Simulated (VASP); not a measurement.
# KMgF3 in VASP: a series of runs

KMgF3 is run at these levels: PBEsol; tasks: single point.

Program: VASP 6.6.1. These are calculated values, not measurements. Logs are shortened: lines on timing, memory, paths and dates and some standing lists are left out, and cuts for length are marked.

### Step 1. The cell of the first run

It takes space group P4/mmm (No. 123, tetragonal). The conventional cell has a = 3.978 Å, b = 3.978 Å, c = 4.051 Å, α = 90.00°, β = 90.00°, γ = 90.00°. K (site symmetry 4/mmm) has 12 F at 2.81 to 2.84 Å and 8 Mg at 3.47 Å within 3.7 Å. Within 2.6 Å of Mg (site symmetry 4/mmm) lie 6 F at 1.99 to 2.03 Å. F (site symmetry mmm) has 2 Mg at 1.99 Å within 2.6 Å. F (site symmetry 4/mmm) has 2 Mg at 2.03 Å within 2.7 Å.

### Step 2. Single point, PBEsol

Input file INCAR:

```
SYSTEM = KMgF3
PREC     = Accurate       ! precision mode
ENCUT    = 600            ! plane-wave cutoff, eV
EDIFF    = 1E-6           ! SCF threshold, eV
ISMEAR   = 0              ! smearing method
SIGMA    = 0.02           ! smearing width, eV
LREAL    = .FALSE.        ! projectors in reciprocal space
LASPH    = .TRUE.         ! aspherical terms in the spheres
NELM     = 120            ! most SCF steps
ALGO     = Normal         ! electronic algorithm
ISIF     = 2              ! what is computed and relaxed
LWAVE    = .FALSE.        ! write WAVECAR
LCHARG   = .FALSE.        ! write CHGCAR
GGA      = PS             ! functional
NBANDS   = 24             ! bands
GGA_COMPAT= .FALSE.
```

Input file KPOINTS:

```
regular mesh
0
G
  6 6 6
  0 0 0
```

Input file POSCAR:

```
KMgF3
1.0
    4.0511225850      0.0000000000      0.0000000000
    0.0000000000      3.9783221703      0.0000000000
    0.0000000000      0.0000000000      3.9783221703
K Mg F
1 1 3
Direct
    0.5000000000      0.5000000000      0.5000000000
    0.0000000000      0.0000000000      0.0000000000
    0.0000000000      0.5000000000      0.0000000000
    0.0000000000      0.0000000000      0.5000000000
    0.5000000000      0.0000000000      0.0000000000
```

Potentials or basis: VASP PAW PBE potentials, release 64 (K_sv, Mg, F).

On the command line:

```
$ cat potpaw_PBE.64/K_sv/POTCAR potpaw_PBE.64/Mg/POTCAR potpaw_PBE.64/F/POTCAR > POTCAR
$ mpirun -np 1 vasp_std > vasp.out
```

OUTCAR:

```text
SYSTEM = KMgF3
   PREC = Accurate
   ENCUT = 600
   EDIFF = 1E-6
   ISMEAR = 0
   LREAL = .FALSE.
   LASPH = .TRUE.
   NELM = 120
   ISIF = 2
   GGA = PS

 ion  position               nearest neighbor table
   1  0.500  0.500  0.500-   5 2.81   5 2.81   5 2.81   5 2.81   4 2.84   4 2.84   3 2.84   3 2.84
                             3 2.84   4 2.84   3 2.84   4 2.84   2 3.47   2 3.47   2 3.47   2 3.47
   2  0.000  0.000  0.000-   3 1.99   4 1.99   4 1.99   3 1.99   5 2.03   5 2.03   1 3.47   1 3.47
                             1 3.47   1 3.47   1 3.47   1 3.47   1 3.47   1 3.47
   3  0.000  0.500  0.000-   2 1.99   2 1.99   1 2.84   1 2.84   1 2.84   1 2.84
   4  0.000  0.000  0.500-   2 1.99   2 1.99   1 2.84   1 2.84   1 2.84   1 2.84
   5  0.500  0.000  0.000-   2 2.03   2 2.03   1 2.81   1 2.81   1 2.81   1 2.81

  LATTYP: Found a simple tetragonal cell.
 ALAT       =     3.9783221703
 C/A-ratio  =     1.0182992758

  Lattice vectors:

 A1 = (   0.0000000000,   3.9783221703,   0.0000000000)
 A2 = (   0.0000000000,   0.0000000000,   3.9783221703)
 A3 = (   4.0511225850,   0.0000000000,   0.0000000000)

Analysis of symmetry for initial positions (statically):
=====================================================================
 Subroutine PRICEL returns:
 Original cell was already a primitive cell.

 Routine SETGRP: Setting up the symmetry group for a
 simple tetragonal supercell.

 Subroutine GETGRP returns: Found 16 space group operations
 (whereof 16 operations were pure point group operations)
 out of a pool of 16 trial point group operations.

The static configuration has the point symmetry D_4h.

Analysis of symmetry for dynamics (positions and initial velocities):
=====================================================================
 Subroutine PRICEL returns:
 Original cell was already a primitive cell.

 Routine SETGRP: Setting up the symmetry group for a
 simple tetragonal supercell.

 Subroutine GETGRP returns: Found 16 space group operations
 (whereof 16 operations were pure point group operations)
 out of a pool of 16 trial point group operations.

The dynamic configuration has the point symmetry D_4h.

 Subroutine INISYM returns: Found 16 space group operations
 (whereof 16 operations are pure point group operations),
 and found     1 'primitive' translations

----------------------------------------------------------------------------------------

                                     Primitive cell

  volume of cell :      64.1173

  direct lattice vectors                    reciprocal lattice vectors
     4.051122585  0.000000000  0.000000000     0.246845159  0.000000000  0.000000000
     0.000000000  3.978322170  0.000000000     0.000000000  0.251362247  0.000000000
     0.000000000  0.000000000  3.978322170     0.000000000  0.000000000  0.251362247

  length of vectors
     4.051122585  3.978322170  3.978322170     0.246845159  0.251362247  0.251362247

  position of ions in fractional coordinates (direct lattice)
     0.500000000  0.500000000  0.500000000
     0.000000000  0.000000000  0.000000000
     0.000000000  0.500000000  0.000000000
     0.000000000  0.000000000  0.500000000
     0.500000000  0.000000000  0.000000000

  ion indices of the primitive-cell ions
   primitive index   ion index
                 1           1
                 2           2
                 3           3
                 4           4
                 5           5

----------------------------------------------------------------------------------------

 KPOINTS: regular mesh

Automatic generation of k-mesh.
 Grid dimensions read from file:
 generate k-points for:    6    6    6

 Generating k-lattice:

  Cartesian coordinates                     Fractional coordinates (reciprocal lattice)
     0.041140860  0.000000000  0.000000000     0.166666667  0.000000000  0.000000000
     0.000000000  0.041893708  0.000000000     0.000000000  0.166666667  0.000000000
     0.000000000  0.000000000  0.041893708     0.000000000  0.000000000  0.166666667

  Length of vectors
     0.041140860  0.041893708  0.041893708

  Shift w.r.t. Gamma in fractional coordinates (k-lattice)
     0.000000000  0.000000000  0.000000000

 Subroutine IBZKPT returns following result:
 ===========================================

 Found     40 irreducible k-points:

 Following reciprocal coordinates:
            Coordinates               Weight
  0.000000  0.000000  0.000000      1.000000
  0.166667  0.000000  0.000000      2.000000
  0.333333  0.000000  0.000000      2.000000
  0.500000  0.000000  0.000000      1.000000
  0.000000  0.166667  0.000000      4.000000
  0.166667  0.166667  0.000000      8.000000
[... 16 lines left out ...]
  0.333333  0.333333  0.166667     16.000000
  0.500000  0.333333  0.166667      8.000000
 [... further k-points ...]
   k-points           NKPTS =     40   k-points in BZ     NKDIM =     40   number of bands    NBANDS=     24
   number of dos      NEDOS =    301   number of ions     NIONS =      5
   total plane-waves  NPLWV =  32768
   dimension x,y,z NGX =    32 NGY =   32 NGZ =   32
   dimension x,y,z NGXF=    64 NGYF=   64 NGZF=   64
   ions per type =               1   1   3
   NGX,Y,Z   is equivalent  to a cutoff of  13.13, 13.37, 13.37 a.u.
   NGXF,Y,Z  is equivalent  to a cutoff of  26.26, 26.74, 26.74 a.u.
 SYSTEM =  KMgF3
   PREC   = accura    normal or accurate (medium, high low for compatibility)
   ISTART =      0    job   : 0-new  1-cont  2-samecut
   ICHARG =      2    charge: 1-file 2-atom 10-const
   ISPIN  =      1    spin polarized calculation?
   LNONCOLLINEAR =      F non collinear calculations
   LSORBIT =      F    spin-orbit coupling
   LASPH  =      T    aspherical Exc in radial PAW
   ENCUT  =  600.0 eV  44.10 Ry    6.64 a.u.   8.09  7.95  7.95*2*pi/ulx,y,z
   NELM   =    120;   NELMIN=  2; NELMDL= -5     # of ELM steps
   EDIFF  = 0.1E-05   stopping-criterion for ELM
   LREAL  =      F    real-space projection
   EDIFFG = 0.1E-04   stopping-criterion for IOM
   NSW    =      0    number of steps for IOM
   IBRION =     -1    ionic relax: 0-MD 1-quasi-New 2-CG
   NFREE  =      0    steps in history (QN), initial steepest desc. (CG)
   ISIF   =      2    stress and relaxation
   ISYM   =      2    0-nonsym 1-usesym 2-fastsym
   POTIM  = 0.5000    time-step for ionic-motion
   TEBEG  =    0.0;   TEEND  =   0.0 temperature during run
   PSTRESS=    0.0 pullay stress
   NELECT =      32.0000    total number of electrons
   NUPDOWN=      -1.0000    fix difference up-down
   EMIN   =  10.00;   EMAX   =-10.00  energy-range for DOS
   EFERMI =   0.00;   METHOD = LEGACY
   ISMEAR =     0;   SIGMA  =   0.02  broadening in eV -4-tet -1-fermi 0-gaus
   EFERMI_NEDOS =   21; number of points for ismear=-14 and -15
   IALGO  =     38    algorithm
   IMIX   =      4    mixing-type and parameters
     AMIX     =   0.40;   BMIX     =  1.00
     AMIX_MAG =   1.60;   BMIX_MAG =  1.00
  volume/ion in A,a.u.               =      12.82        86.54
  Fermi-wavevector in a.u.,A,eV,Ry     =   1.298573  2.453947 22.943396  1.686292
  Thomas-Fermi vector in A             =   2.429893
   LORBIT       =      0    0 simple, 1 ext, 2 COOP (PROOUT), +10 PAW based schemes
   GGA     = PS    functional components
   LHFCALC =     F    Hartree Fock is set to
   AEXX    =    0.0000 exact exchange contribution
   IVDW    =     0    specifies the selected vdW correction
   LEPSILON=     F    determine dielectric tensor
   LRPA    =     F    only Hartree local field effects (RPA)
 non-spin polarized calculation
 Gauss-broadening in eV      SIGMA  =   0.02
  energy-cutoff  :      600.00
  volume of cell :       64.12
 maximum number of plane-waves:      2192
   NGX = 17   NGY = 15   NGZ = 15

 number of electron      32.0000019 magnetization

 Free energy of the ion-electron system (eV)
  ---------------------------------------------------
  ext. energy  EPLUGINS =         0.00000000
  ---------------------------------------------------
  free energy    TOTEN  =       -25.26514176 eV

  energy without entropy =      -25.26514176  energy(sigma->0) =      -25.26514176

 E-fermi :  -1.5633     XC(G=0):  -9.8800

 val. band max:       -1.7612953201   @ k =   0.5000   0.5000   0.5000
 cond. band min:       5.2620946004   @ k =   0.0000   0.0000   0.0000
 fundamental gap:      7.0233899205
 Fermi energy:        -1.5632880190

 k-point     1 :       0.0000    0.0000    0.0000
  band No.  band energies     occupation
      1     -27.2702      2.00000
      2     -21.7551      2.00000
      3     -21.1202      2.00000
      4     -21.0680      2.00000
      5     -10.8450      2.00000
      6     -10.8269      2.00000
[... 16 lines left out ...]
     23      11.9586      0.00000
     24      14.5878      0.00000

 k-point     2 :       0.1667    0.0000    0.0000
  band No.  band energies     occupation
      1     -27.2639      2.00000
      2     -21.7307      2.00000
      3     -21.1184      2.00000
      4     -21.1003      2.00000
      5     -10.8377      2.00000
      6     -10.8143      2.00000
[... 16 lines left out ...]
     23      11.9385      0.00000
     24      14.4966      0.00000

 k-point     3 :       0.3333    0.0000    0.0000
  band No.  band energies     occupation
      1     -27.2511      2.00000
      2     -21.6738      2.00000
      3     -21.1728      2.00000
      4     -21.1147      2.00000
      5     -10.8231      2.00000
      6     -10.7887      2.00000
[... 16 lines left out ...]
     23      11.8985      0.00000
     24      14.2211      0.00000
[... 514 lines left out ...]
 k-point    23 :       0.3333    0.3333    0.1667
  band No.  band energies     occupation
      1     -27.2291      2.00000
      2     -21.5063      2.00000
      3     -21.2461      2.00000
      4     -21.1769      2.00000
      5     -10.9034      2.00000
      6     -10.8762      2.00000
[... 16 lines left out ...]
     23      12.5129      0.00000
     24      13.1663      0.00000

 k-point    24 :       0.5000    0.3333    0.1667
  band No.  band energies     occupation
      1     -27.2246      2.00000
      2     -21.4618      2.00000
      3     -21.2315      2.00000
      4     -21.2295      2.00000
      5     -10.9049      2.00000
      6     -10.9041      2.00000
[... 16 lines left out ...]
     23      12.2441      0.00000
     24      13.2764      0.00000

 [... further k-points ...]

------------------------ aborting loop because EDIFF is reached ----------------------------------------

  FORCE on cell =-STRESS in cart. coord.  units (eV):
  Direction    XX          YY          ZZ          XY          YZ          ZX
  --------------------------------------------------------------------------------------
  -------------------------------------------------------------------------------------
  Total       -0.8604166     -0.1893782     -0.1893782      0.0000000      0.0000000     -0.0000000
  in kB      -21.5002790     -4.7322234     -4.7322234      0.0000000      0.0000000     -0.0000000
  external PRESSURE =     -10.3215752 kB  Pullay stress =       0.0000000 kB

 VOLUME and BASIS-vectors are now :
 -----------------------------------------------------------------------------
  energy-cutoff  :      600.00
  volume of cell :       64.12
      direct lattice vectors                 reciprocal lattice vectors
     4.051122585  0.000000000  0.000000000     0.246845159  0.000000000  0.000000000
     0.000000000  3.978322170  0.000000000     0.000000000  0.251362247  0.000000000
     0.000000000  0.000000000  3.978322170     0.000000000  0.000000000  0.251362247

 POSITION                                       TOTAL-FORCE (eV/Angst)
 -----------------------------------------------------------------------------------
      2.02556      1.98916      1.98916         0.000000      0.000000      0.000000
      0.00000      0.00000      0.00000         0.000000      0.000000      0.000000
      0.00000      1.98916      0.00000         0.000000      0.000000      0.000000
      0.00000      0.00000      1.98916         0.000000      0.000000      0.000000
      2.02556      0.00000      0.00000         0.000000      0.000000      0.000000
 -----------------------------------------------------------------------------------
    total drift:                                0.000000      0.000000     -0.000000

  FREE ENERGIE OF THE ION-ELECTRON SYSTEM (eV)
  ---------------------------------------------------
  free  energy   TOTEN  =       -25.2651417558 eV

  energy  without entropy=      -25.2651417558  energy(sigma->0) =      -25.26514176
```

Run time: 32 s. Hardware: 1 thread of AMD EPYC 9R45 (Zen 5), shared host; peak memory 0.19 GiB.

What came out:

- Free energy: -25.2651 eV
- Pressure: -1.0 GPa
- Band gap on the k mesh: 7.02 eV (least direct gap 7.36 eV)

Stress tensor (GPa, compression positive):
```
-2.15  0.00  0.00
 0.00 -0.47  0.00
 0.00  0.00 -0.47
```

Caveat: the PAW data sets were made with another functional, which shifts forces and pressure a little.

[end of part 1 of 2]
